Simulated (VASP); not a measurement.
# BaTiO3 (Pm-3m) in VASP: further runs

The runs below take BaTiO3 through single point, with PBE.

Everything below comes from runs of VASP 6.6.1. Logs are shortened: lines on timing, memory, paths and dates and some standing lists are left out, and cuts for length are marked.

## 1. The cell of the first run

The structure is cubic, space group Pm-3m (No. 221). Conventional cell: a = 4.072 Å, b = 4.072 Å, c = 4.072 Å, α = 90.00°, β = 90.00°, γ = 90.00°. Ba (site symmetry m-3m) has 12 O at 2.88 Å and 8 Ti at 3.53 Å within 3.8 Å. Within 2.7 Å of Ti (site symmetry m-3m) lie 6 O at 2.04 Å. O (site symmetry 4/mmm) has 2 Ti at 2.04 Å within 2.7 Å.

## 2. Single point, PBE (13.51 Å³/atom)

INCAR

```
SYSTEM = BaTiO3
  PREC = Accurate
  ENCUT = 520
  EDIFF = 1E-6
  ISMEAR = 0
  SIGMA = 0.05
  LREAL = .FALSE.
  LASPH = .TRUE.
  NELM = 80
  ALGO = Normal
  ISIF = 2
  LWAVE = .FALSE.
  LCHARG = .FALSE.
  GGA = PE
  NBANDS = 28
```

KPOINTS

```
Automatic mesh
0
G
  6 6 6
  0 0 0
```

POSCAR

```
BaTiO3
1.0
    4.0721544661      0.0000000000      0.0000000000
    0.0000000000      4.0721544661      0.0000000000
    0.0000000000      0.0000000000      4.0721544661
Ba Ti O
1 1 3
Direct
    0.5000000000      0.5000000000      0.5000000000
    0.0000000000      0.0000000000      0.0000000000
    0.5000000000      0.0000000000      0.0000000000
    0.0000000000      0.5000000000      0.0000000000
    0.0000000000      0.0000000000      0.5000000000
```

Potentials or basis: VASP PAW PBE potentials, release 64 (Ba_sv, Ti_sv, O).

Started as:

```console
$ cat potpaw_PBE.64/Ba_sv/POTCAR potpaw_PBE.64/Ti_sv/POTCAR potpaw_PBE.64/O/POTCAR > POTCAR
$ mpirun -np 1 vasp_std > vasp.out
```

OUTCAR:

```text
SYSTEM = BaTiO3
   PREC = Accurate
   ENCUT = 520
   EDIFF = 1E-6
   ISMEAR = 0
   LREAL = .FALSE.
   LASPH = .TRUE.
   NELM = 80
   ISIF = 2
   GGA = PE

 ion  position               nearest neighbor table
   1  0.500  0.500  0.500-   3 2.88   4 2.88   5 2.88   3 2.88   4 2.88   3 2.88   5 2.88   3 2.88
                             4 2.88   5 2.88   4 2.88   5 2.88   2 3.53   2 3.53   2 3.53   2 3.53
   2  0.000  0.000  0.000-   3 2.04   4 2.04   5 2.04   5 2.04   4 2.04   3 2.04   1 3.53   1 3.53
                             1 3.53   1 3.53   1 3.53   1 3.53   1 3.53   1 3.53
   3  0.500  0.000  0.000-   2 2.04   2 2.04   1 2.88   1 2.88   1 2.88   1 2.88
   4  0.000  0.500  0.000-   2 2.04   2 2.04   1 2.88   1 2.88   1 2.88   1 2.88
   5  0.000  0.000  0.500-   2 2.04   2 2.04   1 2.88   1 2.88   1 2.88   1 2.88

  LATTYP: Found a simple cubic cell.
 ALAT       =     4.0721544661

  Lattice vectors:

 A1 = (   4.0721544661,   0.0000000000,   0.0000000000)
 A2 = (   0.0000000000,   4.0721544661,   0.0000000000)
 A3 = (   0.0000000000,   0.0000000000,   4.0721544661)

Analysis of symmetry for initial positions (statically):
=====================================================================
 Subroutine PRICEL returns:
 Original cell was already a primitive cell.

 Routine SETGRP: Setting up the symmetry group for a
 simple cubic supercell.

 Subroutine GETGRP returns: Found 48 space group operations
 (whereof 48 operations were pure point group operations)
 out of a pool of 48 trial point group operations.

The static configuration has the point symmetry O_h .

Analysis of symmetry for dynamics (positions and initial velocities):
=====================================================================
 Subroutine PRICEL returns:
 Original cell was already a primitive cell.

 Routine SETGRP: Setting up the symmetry group for a
 simple cubic supercell.

 Subroutine GETGRP returns: Found 48 space group operations
 (whereof 48 operations were pure point group operations)
 out of a pool of 48 trial point group operations.

The dynamic configuration has the point symmetry O_h .

 Subroutine INISYM returns: Found 48 space group operations
 (whereof 48 operations are pure point group operations),
 and found     1 'primitive' translations

----------------------------------------------------------------------------------------

                                     Primitive cell

  volume of cell :      67.5263

  direct lattice vectors                    reciprocal lattice vectors
     4.072154466  0.000000000  0.000000000     0.245570252  0.000000000  0.000000000
     0.000000000  4.072154466  0.000000000     0.000000000  0.245570252  0.000000000
     0.000000000  0.000000000  4.072154466     0.000000000  0.000000000  0.245570252

  length of vectors
     4.072154466  4.072154466  4.072154466     0.245570252  0.245570252  0.245570252

  position of ions in fractional coordinates (direct lattice)
     0.500000000  0.500000000  0.500000000
     0.000000000  0.000000000  0.000000000
     0.500000000  0.000000000  0.000000000
     0.000000000  0.500000000  0.000000000
     0.000000000  0.000000000  0.500000000

  ion indices of the primitive-cell ions
   primitive index   ion index
                 1           1
                 2           2
                 3           3
                 4           4
                 5           5

----------------------------------------------------------------------------------------

 KPOINTS: Automatic mesh

Automatic generation of k-mesh.
 Grid dimensions read from file:
 generate k-points for:    6    6    6

 Generating k-lattice:

  Cartesian coordinates                     Fractional coordinates (reciprocal lattice)
     0.040928375  0.000000000  0.000000000     0.166666667  0.000000000  0.000000000
     0.000000000  0.040928375  0.000000000     0.000000000  0.166666667  0.000000000
     0.000000000  0.000000000  0.040928375     0.000000000  0.000000000  0.166666667

  Length of vectors
     0.040928375  0.040928375  0.040928375

  Shift w.r.t. Gamma in fractional coordinates (k-lattice)
     0.000000000  0.000000000  0.000000000

 Subroutine IBZKPT returns following result:
 ===========================================

 Found     20 irreducible k-points:

 Following reciprocal coordinates:
            Coordinates               Weight
  0.000000  0.000000  0.000000      1.000000
  0.166667  0.000000  0.000000      6.000000
  0.333333  0.000000  0.000000      6.000000
  0.500000  0.000000  0.000000      3.000000
  0.166667  0.166667  0.000000     12.000000
  0.333333  0.166667  0.000000     24.000000
[... 12 lines left out ...]
  0.500000  0.500000  0.333333      6.000000
  0.500000  0.500000  0.500000      1.000000
   k-points           NKPTS =     20   k-points in BZ     NKDIM =     20   number of bands    NBANDS=     28
   number of dos      NEDOS =    301   number of ions     NIONS =      5
   total plane-waves  NPLWV =  27000
   dimension x,y,z NGX =    30 NGY =   30 NGZ =   30
   dimension x,y,z NGXF=    60 NGYF=   60 NGZF=   60
   ions per type =               1   1   3
   NGX,Y,Z   is equivalent  to a cutoff of  12.25, 12.25, 12.25 a.u.
   NGXF,Y,Z  is equivalent  to a cutoff of  24.50, 24.50, 24.50 a.u.
 SYSTEM =  BaTiO3
   PREC   = accura    normal or accurate (medium, high low for compatibility)
   ISTART =      0    job   : 0-new  1-cont  2-samecut
   ICHARG =      2    charge: 1-file 2-atom 10-const
   ISPIN  =      1    spin polarized calculation?
   LNONCOLLINEAR =      F non collinear calculations
   LSORBIT =      F    spin-orbit coupling
   LASPH  =      T    aspherical Exc in radial PAW
   ENCUT  =  520.0 eV  38.22 Ry    6.18 a.u.   7.57  7.57  7.57*2*pi/ulx,y,z
   NELM   =     80;   NELMIN=  2; NELMDL= -5     # of ELM steps
   EDIFF  = 0.1E-05   stopping-criterion for ELM
   LREAL  =      F    real-space projection
   EDIFFG = 0.1E-04   stopping-criterion for IOM
   NSW    =      0    number of steps for IOM
   IBRION =     -1    ionic relax: 0-MD 1-quasi-New 2-CG
   NFREE  =      0    steps in history (QN), initial steepest desc. (CG)
   ISIF   =      2    stress and relaxation
   ISYM   =      2    0-nonsym 1-usesym 2-fastsym
   POTIM  = 0.5000    time-step for ionic-motion
   TEBEG  =    0.0;   TEEND  =   0.0 temperature during run
   PSTRESS=    0.0 pullay stress
   NELECT =      40.0000    total number of electrons
   NUPDOWN=      -1.0000    fix difference up-down
   EMIN   =  10.00;   EMAX   =-10.00  energy-range for DOS
   EFERMI =   0.00;   METHOD = LEGACY
   ISMEAR =     0;   SIGMA  =   0.05  broadening in eV -4-tet -1-fermi 0-gaus
   EFERMI_NEDOS =   21; number of points for ismear=-14 and -15
   IALGO  =     38    algorithm
   IMIX   =      4    mixing-type and parameters
     AMIX     =   0.40;   BMIX     =  1.00
     AMIX_MAG =   1.60;   BMIX_MAG =  1.00
  volume/ion in A,a.u.               =      13.51        91.14
  Fermi-wavevector in a.u.,A,eV,Ry     =   1.374898  2.598181 25.719711  1.890345
  Thomas-Fermi vector in A             =   2.500283
   LORBIT       =      0    0 simple, 1 ext, 2 COOP (PROOUT), +10 PAW based schemes
   GGA     = PE    functional components
   LHFCALC =     F    Hartree Fock is set to
   AEXX    =    0.0000 exact exchange contribution
   IVDW    =     0    specifies the selected vdW correction
   LEPSILON=     F    determine dielectric tensor
   LRPA    =     F    only Hartree local field effects (RPA)
 non-spin polarized calculation
 Gauss-broadening in eV      SIGMA  =   0.05
  energy-cutoff  :      520.00
  volume of cell :       67.53
 maximum number of plane-waves:      1856
   NGX = 15   NGY = 15   NGZ = 15

 number of electron      39.9999986 magnetization

 Free energy of the ion-electron system (eV)
  ---------------------------------------------------
  ext. energy  EPLUGINS =         0.00000000
  ---------------------------------------------------
  free energy    TOTEN  =       -39.96047080 eV

  energy without entropy =      -39.96047080  energy(sigma->0) =      -39.96047080

 E-fermi :   3.6566     XC(G=0): -10.9894

 val. band max:        3.4432860215   @ k =   0.5000   0.5000   0.5000
 cond. band min:       5.0837029454   @ k =   0.0000   0.0000   0.0000
 fundamental gap:      1.6404169238
 Fermi energy:         3.6565948066

 k-point     1 :       0.0000    0.0000    0.0000
  band No.  band energies     occupation
      1     -53.4078      2.00000
      2     -29.5929      2.00000
      3     -29.5929      2.00000
      4     -29.5929      2.00000
      5     -21.5000      2.00000
      6     -13.3268      2.00000
[... 20 lines left out ...]
     27       8.4363      0.00000
     28      10.2743      0.00000

 k-point     2 :       0.1667    0.0000    0.0000
  band No.  band energies     occupation
      1     -53.4076      2.00000
      2     -29.6030      2.00000
      3     -29.5925      2.00000
      4     -29.5925      2.00000
      5     -21.4779      2.00000
      6     -13.3326      2.00000
[... 20 lines left out ...]
     27       8.9343      0.00000
     28      10.9138      0.00000

 k-point     3 :       0.3333    0.0000    0.0000
  band No.  band energies     occupation
      1     -53.4072      2.00000
      2     -29.6229      2.00000
      3     -29.5918      2.00000
      4     -29.5918      2.00000
      5     -21.4331      2.00000
      6     -13.4112      2.00000
[... 20 lines left out ...]
     27      10.0740      0.00000
     28      11.4977      0.00000

 k-point     4 :       0.5000    0.0000    0.0000
  band No.  band energies     occupation
      1     -53.4070      2.00000
      2     -29.6329      2.00000
      3     -29.5914      2.00000
      4     -29.5914      2.00000
      5     -21.4103      2.00000
      6     -13.4713      2.00000
[... 454 lines left out ...]
     27      10.8470      0.00000
     28      10.8520      0.00000

 k-point    19 :       0.5000    0.5000    0.3333
  band No.  band energies     occupation
      1     -53.4057      2.00000
      2     -29.6292      2.00000
      3     -29.6292      2.00000
      4     -29.6191      2.00000
      5     -21.3105      2.00000
      6     -12.5983      2.00000
[... 20 lines left out ...]
     27      10.5491      0.00000
     28      10.5680      0.00000

 k-point    20 :       0.5000    0.5000    0.5000
  band No.  band energies     occupation
      1     -53.4056      2.00000
      2     -29.6288      2.00000
      3     -29.6288      2.00000
      4     -29.6288      2.00000
      5     -21.2973      2.00000
      6     -12.4745      2.00000
[... 20 lines left out ...]
     27      10.5681      0.00000
     28      10.5681      0.00000

------------------------ aborting loop because EDIFF is reached ----------------------------------------

  FORCE on cell =-STRESS in cart. coord.  units (eV):
  Direction    XX          YY          ZZ          XY          YZ          ZX
  --------------------------------------------------------------------------------------
  -------------------------------------------------------------------------------------
  Total       -1.8477965     -1.8477965     -1.8477965      0.0000000      0.0000000     -0.0000000
  in kB      -43.8421641    -43.8421641    -43.8421641      0.0000000      0.0000000     -0.0000000
  external PRESSURE =     -43.8421641 kB  Pullay stress =       0.0000000 kB

 VOLUME and BASIS-vectors are now :
 -----------------------------------------------------------------------------
  energy-cutoff  :      520.00
  volume of cell :       67.53
      direct lattice vectors                 reciprocal lattice vectors
     4.072154466  0.000000000  0.000000000     0.245570252  0.000000000  0.000000000
     0.000000000  4.072154466  0.000000000     0.000000000  0.245570252  0.000000000
     0.000000000  0.000000000  4.072154466     0.000000000  0.000000000  0.245570252

 POSITION                                       TOTAL-FORCE (eV/Angst)
 -----------------------------------------------------------------------------------
      2.03608      2.03608      2.03608         0.000000      0.000000      0.000000
      0.00000      0.00000      0.00000         0.000000      0.000000      0.000000
      2.03608      0.00000      0.00000         0.000000      0.000000      0.000000
      0.00000      2.03608      0.00000         0.000000      0.000000      0.000000
      0.00000      0.00000      2.03608         0.000000      0.000000      0.000000
 -----------------------------------------------------------------------------------
    total drift:                                0.000000     -0.000000      0.000000

  FREE ENERGIE OF THE ION-ELECTRON SYSTEM (eV)
  ---------------------------------------------------
  free  energy   TOTEN  =       -39.9604707998 eV

  energy  without entropy=      -39.9604707998  energy(sigma->0) =      -39.96047080
```

Run time: 34 s. Hardware: 1 thread of Intel Xeon Platinum 8488C (Sapphire Rapids), shared host; peak memory 0.19 GiB.

Results:

| Property | Result |
| --- | --- |
| Free energy | -39.9605 eV |
| Pressure | -4.4 GPa |
| Band gap on the k mesh | 1.64 eV (least direct gap 1.83 eV) |

Caveat: the cell stands under tension; spin-orbit coupling is left out, which moves the levels of the heavy elements.

## 3. Single point, PBE, collinear spin (12.99 Å³/atom)

This run uses another cell than the first one, of 12.99 Å³/atom.

INCAR

```
SYSTEM = BaTiO3
  PREC = Accurate
  ENCUT = 520
  EDIFF = 1E-6
  ISMEAR = 0
  SIGMA = 0.05
  LREAL = .FALSE.
  LASPH = .TRUE.
  NELM = 150
  ALGO = Normal
  ISIF = 2
  LWAVE = .FALSE.
  LCHARG = .TRUE.
  ISPIN = 2
  MAGMOM = 0 0.05 0 0 0
  LORBIT = 11
  LMAXMIX = 4
  GGA = PE
  LELF = .TRUE.
  LVHAR = .TRUE.
  NBANDS = 32
```

KPOINTS

```
regular mesh
0
G
  8 8 8
  0 0 0
```

POSCAR: that of step 2 with these lines changed.

```diff
@@ -2,5 +2,5 @@
 1.0
-    4.0721544661      0.0000000000      0.0000000000
-    0.0000000000      4.0721544661      0.0000000000
-    0.0000000000      0.0000000000      4.0721544661
+    4.0192633565      0.0000000000      0.0000000000
+    0.0000000000      4.0192633565      0.0000000000
+    0.0000000000      0.0000000000      4.0192633565
 Ba Ti O
```

Potentials or basis: VASP PAW PBE potentials, release 64 (Ba_sv, Ti_sv, O).

Started as:

```console
$ cat potpaw_PBE.64/Ba_sv/POTCAR potpaw_PBE.64/Ti_sv/POTCAR potpaw_PBE.64/O/POTCAR > POTCAR
$ mpirun -np 1 vasp_std > vasp.out
```

It took 2.2 min on 1 thread of Intel Xeon Platinum 8488C (Sapphire Rapids), shared host; peak memory 0.26 GiB.

It converged, with:

* Free energy: -39.9818 eV
* Pressure: 1.7 GPa
* Band gap on the k mesh: 1.72 eV (least direct gap 1.88 eV)
* Net moment: 0.00 μB per cell
* Valence electrons inside the program's atomic spheres: Ba 7.98; Ti 10.15; O 5.03

Levels at points of the mesh, in eV from the valence-band top:
Spin up:
| k point | band 18 | band 19 | band 20 | band 21 | band 22 | band 23 |
| --- | --- | --- | --- | --- | --- | --- |
| (0.00, 0.00, 0.00) | -0.16 | -0.16 | -0.16 | 1.72 | 1.72 | 1.72 |
| (0.50, 0.00, 0.00) | -1.81 | -0.71 | -0.71 | 1.87 | 3.42 | 3.42 |
| (0.50, 0.50, 0.00) | -0.88 | -0.88 | -0.09 | 3.43 | 3.43 | 3.84 |
| (0.50, 0.50, 0.50) | 0.00 | 0.00 | 0.00 | 4.08 | 4.08 | 4.08 |
Spin down:
| k point | band 18 | band 19 | band 20 | band 21 | band 22 | band 23 |
| --- | --- | --- | --- | --- | --- | --- |
| (0.00, 0.00, 0.00) | -0.16 | -0.16 | -0.16 | 1.72 | 1.72 | 1.72 |
| (0.50, 0.00, 0.00) | -1.81 | -0.71 | -0.71 | 1.87 | 3.42 | 3.42 |
| (0.50, 0.50, 0.00) | -0.88 | -0.88 | -0.09 | 3.43 | 3.43 | 3.84 |
| (0.50, 0.50, 0.50) | 0.00 | 0.00 | 0.00 | 4.08 | 4.08 | 4.08 |

Caveat: spin-orbit coupling is left out, which moves the levels of the heavy elements. A k mesh can miss the band edges.

[end of part 1 of 2]
